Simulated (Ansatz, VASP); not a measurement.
**Two plane-wave programs on LiH**

```
Li H
1.0
     0.00000    2.03500    2.03500
     2.03500    0.00000    2.03500
     2.03500    2.03500    0.00000
Li H
1 1
Direct
  0.00000 0.00000 0.00000
  0.50000 0.50000 0.50000
```

Alike in both runs: functional PBE; k mesh 10 × 10 × 10; no spin polarisation.

Ansatz relaxed the structure, and its values are those at the end. VASP's run is a single point on that final structure, the one shown.

|  | VASP | Ansatz |
| --- | --- | --- |
| version | VASP 6.6.1 | Ansatz 0.2.0 |
| potentials or method | VASP PAW PBE potentials, release 64 (Li_sv, H) | scalar-relativistic, plane waves, PAW |
| plane-wave cutoff (eV) | 520 | 420 |
| occupations | gaussian, width 0.01 eV | fixed |
| valence electrons in the cell | 4 | 4 |

```tsv
	VASP	Ansatz	Ansatz less VASP
gap on the k mesh at the Fermi level (eV)	3.01	3.02	+0.007
least direct gap on the mesh (eV)	3.01	3.02	+0.007
```

Ansatz's warnings: stress scf threshold loose.

Noted on VASP's run: the cutoff is short for stress, so the pressure is rough.
